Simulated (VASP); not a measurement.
# SnO in VASP: single point with PBE+D3(BJ)

Aim: the single point of SnO with PBE+D3(BJ).

Everything below comes from runs of VASP 6.6.1. Logs are shortened: lines on timing, memory, paths and dates and some standing lists are left out, and cuts for length are marked.

### Step 1. The cell of the first run

The cell holds a slab with vacuum, 8 atoms: a = 3.820 Å, b = 3.820 Å, c = 22.226 Å, α = 90.00°, β = 90.00°, γ = 90.00°.

### Step 2. Single point, PBE+D3(BJ)

INCAR reads:

```
SYSTEM = SnO
  PREC = Accurate
  ENCUT = 1000
  EDIFF = 1E-6
  ISMEAR = 0
  SIGMA = 0.05
  LREAL = .False.
  LASPH = .True.
  NELM = 120
  ALGO = Normal
  ISIF = 2
  LWAVE = .False.
  LCHARG = .False.
  LDIPOL = .True.
  IDIPOL = 3
  DIPOL = 0.5 0.5 0.410
  GGA = PE
  IVDW = 12
  NBANDS = 50
  GGA_COMPAT = .False.
  NELMDL = -8
```

KPOINTS reads:

```
regular mesh
0
Gamma
  7 7 1
  0 0 0
```

POSCAR reads:

```
SnO
1.0
    3.8201526153      0.0003049773      0.0000000000
   -0.0003049773      3.8201526153      0.0000000000
    0.0000000000      0.0000000000     22.2260756252
Sn O
4 4
Direct
    0.9999453016      0.9999453016      0.2024648920
    0.4999453016      0.4999453016      0.3087413323
    0.4999453016      0.4999453016      0.5103753802
    0.9999453016      0.9999453016      0.6166496004
    0.9999453016      0.4999453016      0.2556005704
    0.4999453016      0.9999453016      0.2556005704
    0.4999453016      0.9999453016      0.5635164976
    0.9999453016      0.4999453016      0.5635164976
```

Potentials or basis: VASP PAW PBE potentials, release 64 (Sn_d, O_h).

On the command line:

```bash
$ cat potpaw_PBE.64/Sn_d/POTCAR potpaw_PBE.64/O_h/POTCAR > POTCAR
$ mpirun -np 1 vasp_std > vasp.out
```

OUTCAR:

```text
SYSTEM = SnO
   PREC = Accurate
   ENCUT = 1000
   EDIFF = 1E-6
   ISMEAR = 0
   LREAL = .False.
   LASPH = .True.
   NELM = 120
   ISIF = 2
   GGA = PE
   IVDW = 12
   NELMDL = -8
 IVDW          = 12

 ion  position               nearest neighbor table
   1  1.000  1.000  0.202-   5 2.25   6 2.25   5 2.25   6 2.25   2 3.59   2 3.59   2 3.59   2 3.59

   2  0.500  0.500  0.309-   5 2.25   6 2.25   6 2.25   5 2.25   1 3.59   1 3.59   1 3.59   1 3.59

   3  0.500  0.500  0.510-   7 2.25   8 2.25   7 2.25   8 2.25   4 3.59   4 3.59   4 3.59   4 3.59

   4  1.000  1.000  0.617-   7 2.25   8 2.25   8 2.25   7 2.25   3 3.59   3 3.59   3 3.59   3 3.59

   5  1.000  0.500  0.256-   1 2.25   1 2.25   2 2.25   2 2.25
   6  0.500  1.000  0.256-   1 2.25   1 2.25   2 2.25   2 2.25
   7  0.500  1.000  0.564-   4 2.25   4 2.25   3 2.25   3 2.25
   8  1.000  0.500  0.564-   4 2.25   4 2.25   3 2.25   3 2.25

  LATTYP: Found a simple tetragonal cell.
 ALAT       =     3.8201526275
 C/A-ratio  =     5.8181119428

  Lattice vectors:

 A1 = (   3.8201526153,   0.0003049773,   0.0000000000)
 A2 = (  -0.0003049773,   3.8201526153,   0.0000000000)
 A3 = (   0.0000000000,   0.0000000000,  22.2260756252)

Analysis of symmetry for initial positions (statically):
=====================================================================
 Subroutine PRICEL returns:
 Original cell was already a primitive cell.

 Routine SETGRP: Setting up the symmetry group for a
 simple tetragonal supercell.

 Subroutine GETGRP returns: Found 16 space group operations
 (whereof  2 operations were pure point group operations)
 out of a pool of 16 trial point group operations.

The static configuration has the point symmetry C_1h.
 The point group associated with its full space group is D_4h.

Analysis of symmetry for dynamics (positions and initial velocities):
=====================================================================
 Subroutine PRICEL returns:
 Original cell was already a primitive cell.

 Routine SETGRP: Setting up the symmetry group for a
 simple tetragonal supercell.

 Subroutine GETGRP returns: Found 16 space group operations
 (whereof  2 operations were pure point group operations)
 out of a pool of 16 trial point group operations.

The dynamic configuration has the point symmetry C_1h.
 The point group associated with its full space group is D_4h.

 Subroutine INISYM returns: Found 16 space group operations
 (whereof  2 operations are pure point group operations),
 and found     1 'primitive' translations

----------------------------------------------------------------------------------------

                                     Primitive cell

  volume of cell :     324.3577

  direct lattice vectors                    reciprocal lattice vectors
     3.820152615  0.000304977  0.000000000     0.261769645  0.000020898  0.000000000
    -0.000304977  3.820152615  0.000000000    -0.000020898  0.261769645  0.000000000
     0.000000000  0.000000000 22.226075625     0.000000000  0.000000000  0.044992198

  length of vectors
     3.820152627  3.820152627 22.226075625     0.261769646  0.261769646  0.044992198

  position of ions in fractional coordinates (direct lattice)
     0.999945302  0.999945302  0.202464892
     0.499945302  0.499945302  0.308741332
     0.499945302  0.499945302  0.510375380
     0.999945302  0.999945302  0.616649600
     0.999945302  0.499945302  0.255600570
     0.499945302  0.999945302  0.255600570
     0.499945302  0.999945302  0.563516498
     0.999945302  0.499945302  0.563516498

  ion indices of the primitive-cell ions
   primitive index   ion index
                 1           1
                 2           2
                 3           3
                 4           4
                 5           5
                 6           6
                 7           7
                 8           8

----------------------------------------------------------------------------------------

 KPOINTS: regular mesh

Automatic generation of k-mesh.
 Grid dimensions read from file:
 generate k-points for:    7    7    1

 Generating k-lattice:

  Cartesian coordinates                     Fractional coordinates (reciprocal lattice)
     0.037395664  0.000002985  0.000000000     0.142857143 -0.000000000  0.000000000
    -0.000002985  0.037395664  0.000000000     0.000000000  0.142857143  0.000000000
     0.000000000  0.000000000  0.044992198     0.000000000  0.000000000  1.000000000

  Length of vectors
     0.037395664  0.037395664  0.044992198

  Shift w.r.t. Gamma in fractional coordinates (k-lattice)
     0.000000000  0.000000000  0.000000000

 Subroutine IBZKPT returns following result:
 ===========================================

 Found     10 irreducible k-points:

 Following reciprocal coordinates:
            Coordinates               Weight
  0.000000  0.000000  0.000000      1.000000
  0.142857  0.000000  0.000000      4.000000
  0.285714  0.000000  0.000000      4.000000
  0.428571  0.000000  0.000000      4.000000
  0.142857  0.142857  0.000000      4.000000
  0.285714  0.142857  0.000000      8.000000
  0.428571  0.142857  0.000000      8.000000
  0.285714  0.285714  0.000000      4.000000
  0.428571  0.285714  0.000000      8.000000
  0.428571  0.428571  0.000000      4.000000
   k-points           NKPTS =     10   k-points in BZ     NKDIM =     10   number of bands    NBANDS=     50
   number of dos      NEDOS =    301   number of ions     NIONS =      8
   total plane-waves  NPLWV = 384000
   dimension x,y,z NGX =    40 NGY =   40 NGZ =  240
   dimension x,y,z NGXF=    80 NGYF=   80 NGZF=  480
   ions per type =               4   4
   NGX,Y,Z   is equivalent  to a cutoff of  17.41, 17.41, 17.95 a.u.
   NGXF,Y,Z  is equivalent  to a cutoff of  34.81, 34.81, 35.90 a.u.
 SYSTEM =  SnO
   PREC   = accura    normal or accurate (medium, high low for compatibility)
   ISTART =      0    job   : 0-new  1-cont  2-samecut
   ICHARG =      2    charge: 1-file 2-atom 10-const
   ISPIN  =      1    spin polarized calculation?
   LNONCOLLINEAR =      F non collinear calculations
   LSORBIT =      F    spin-orbit coupling
   LASPH  =      T    aspherical Exc in radial PAW
   ENCUT  = 1000.0 eV  73.50 Ry    8.57 a.u.   9.85  9.85 57.31*2*pi/ulx,y,z
   NELM   =    120;   NELMIN=  2; NELMDL= -8     # of ELM steps
   EDIFF  = 0.1E-05   stopping-criterion for ELM
   LREAL  =      F    real-space projection
   EDIFFG = 0.1E-04   stopping-criterion for IOM
   NSW    =      0    number of steps for IOM
   IBRION =     -1    ionic relax: 0-MD 1-quasi-New 2-CG
   NFREE  =      0    steps in history (QN), initial steepest desc. (CG)
   ISIF   =      2    stress and relaxation
   ISYM   =      2    0-nonsym 1-usesym 2-fastsym
   POTIM  = 0.5000    time-step for ionic-motion
   TEBEG  =    0.0;   TEEND  =   0.0 temperature during run
   PSTRESS=    0.0 pullay stress
   NELECT =      80.0000    total number of electrons
   NUPDOWN=      -1.0000    fix difference up-down
   EMIN   =  10.00;   EMAX   =-10.00  energy-range for DOS
   EFERMI =   0.00;   METHOD = LEGACY
   ISMEAR =     0;   SIGMA  =   0.05  broadening in eV -4-tet -1-fermi 0-gaus
   EFERMI_NEDOS =   21; number of points for ismear=-14 and -15
   IALGO  =     38    algorithm
   IMIX   =      4    mixing-type and parameters
     AMIX     =   0.40;   BMIX     =  1.00
     AMIX_MAG =   1.60;   BMIX_MAG =  1.00
  volume/ion in A,a.u.               =      40.54       273.61
  Fermi-wavevector in a.u.,A,eV,Ry     =   1.026668  1.940121 14.341187  1.054047
  Thomas-Fermi vector in A             =   2.160573
   LORBIT       =      0    0 simple, 1 ext, 2 COOP (PROOUT), +10 PAW based schemes
   GGA     = PE    functional components
   LHFCALC =     F    Hartree Fock is set to
   AEXX    =    0.0000 exact exchange contribution
   IVDW    =    12    specifies the selected vdW correction
   LEPSILON=     F    determine dielectric tensor
   LRPA    =     F    only Hartree local field effects (RPA)
 non-spin polarized calculation
 Gauss-broadening in eV      SIGMA  =   0.05
  energy-cutoff  :     1000.00
  volume of cell :      324.36
 maximum number of plane-waves:     23352
 NGX is ok and might be reduce to    40
   NGX = 19   NGY = 19   NGZ =115

 dipolmoment           0.000000      0.000000      0.000233 electrons x Angstroem

 number of electron      79.9999989 magnetization

 dipolmoment           0.000000      0.000000     -0.001000 electrons x Angstroem

 Free energy of the ion-electron system (eV)
  ---------------------------------------------------
  ext. energy  EPLUGINS =         0.00000000
  ---------------------------------------------------
  free energy    TOTEN  =       -45.17487652 eV

  energy without entropy =      -45.17487652  energy(sigma->0) =      -45.17487652

 E-fermi :   0.1412     XC(G=0):  -5.3427

 val. band max:       -0.1494317514   @ k =   0.1429   0.1429   0.0000
 cond. band min:       2.4276200240   @ k =   0.0000   0.0000   0.0000
 fundamental gap:      2.5770517754
 Fermi energy:         0.1411671852

 k-point     1 :       0.0000    0.0000    0.0000
  band No.  band energies     occupation
      1     -20.9532      2.00000
      2     -20.9458      2.00000
      3     -20.5917      2.00000
      4     -20.5844      2.00000
      5     -20.5543      2.00000
      6     -20.5543      2.00000
[... 42 lines left out ...]
     49       5.3110      0.00000
     50       5.3224      0.00000

 k-point     2 :       0.1429    0.0000    0.0000
  band No.  band energies     occupation
      1     -20.9442      2.00000
      2     -20.9369      2.00000
      3     -20.5924      2.00000
      4     -20.5852      2.00000
      5     -20.5560      2.00000
      6     -20.5534      2.00000
[... 416 lines left out ...]
 k-point    10 :       0.4286    0.4286    0.0000
  band No.  band energies     occupation
      1     -20.8940      2.00000
      2     -20.8867      2.00000
      3     -20.8801      2.00000
      4     -20.8728      2.00000
      5     -20.5603      2.00000
      6     -20.5554      2.00000
[... 42 lines left out ...]
     49       6.1038      0.00000
     50       6.1114      0.00000

------------------------ aborting loop because EDIFF is reached ----------------------------------------

 vacuum level on the upper side and lower side of the slab       (xc-potential included)        -0.176        -0.162

 Edisp (eV)   -1.21543

 E8    (eV) :    -0.5370

  FORCE on cell =-STRESS in cart. coord.  units (eV):
  Direction    XX          YY          ZZ          XY          YZ          ZX
  --------------------------------------------------------------------------------------
  -------------------------------------------------------------------------------------
  Total       0.29181     0.29181     0.39867    -0.00000     0.00000    -0.00000
  in kB       1.44139     1.44139     1.96926    -0.00000     0.00000    -0.00000
  external pressure =        1.62 kB  Pullay stress =        0.00 kB

 VOLUME and BASIS-vectors are now :
 -----------------------------------------------------------------------------
  energy-cutoff  :     1000.00
  volume of cell :      324.36
      direct lattice vectors                 reciprocal lattice vectors
     3.820152615  0.000304977  0.000000000     0.261769645  0.000020898  0.000000000
    -0.000304977  3.820152615  0.000000000    -0.000020898  0.261769645  0.000000000
     0.000000000  0.000000000 22.226075625     0.000000000  0.000000000  0.044992198

 POSITION                                       TOTAL-FORCE (eV/Angst)
 -----------------------------------------------------------------------------------
      3.81964      3.82025      4.50000         0.000000      0.000000     -0.088813
      1.90971      1.91002      6.86211         0.000000     -0.000000      0.088692
      1.90971      1.91002     11.34364         0.000000      0.000000     -0.088692
      3.81964      3.82025     13.70570         0.000000      0.000000      0.088813
      3.81979      1.91017      5.68100        -0.000000     -0.000000     -0.000016
      1.90956      3.82010      5.68100        -0.000000      0.000000     -0.000016
      1.90956      3.82010     12.52476        -0.000000      0.000000      0.000016
      3.81979      1.91017     12.52476        -0.000000     -0.000000      0.000016
 -----------------------------------------------------------------------------------
    total drift:                                0.000006      0.000006     -0.373200

  FREE ENERGIE OF THE ION-ELECTRON SYSTEM (eV)
  ---------------------------------------------------
  free  energy   TOTEN  =       -46.3903018630 eV

  energy  without entropy=      -46.3903018630  energy(sigma->0) =      -46.39030186

 vacuum level on the upper side and lower side of the slab         4.895         4.910
```

Wall time 13 min (1 thread of Intel Xeon Platinum 8259CL at 2.50GHz (Skylake/Cascade Lake), shared host); peak memory 0.9 GiB.

What came out:

- Free energy: -46.3903 eV
- Largest force: 0.089 eV/Å
- Band gap on the k mesh: 2.58 eV (least direct gap 2.61 eV)
- Dispersion energy per atom: -0.152 eV

Forces on the atoms (eV/Å):
```
Sn   0.000  0.000 -0.089
Sn   0.000  0.000  0.089
Sn   0.000  0.000 -0.089
Sn   0.000  0.000  0.089
O    0.000  0.000  0.000
O    0.000  0.000  0.000
O    0.000  0.000  0.000
O    0.000  0.000  0.000
```

Levels at points of the mesh, in eV from the valence-band top:
| k point | band 36 | band 37 | band 38 | band 39 | band 40 | band 41 | band 42 | band 43 | band 44 | band 45 |
| --- | --- | --- | --- | --- | --- | --- | --- | --- | --- | --- |
| (0.00, 0.00, 0.00) | -1.90 | -1.89 | -1.89 | -0.51 | -0.03 | 2.58 | 2.91 | 2.92 | 3.70 | 4.93 |

Caveat: spin-orbit coupling is left out, which moves the levels of the heavy elements.
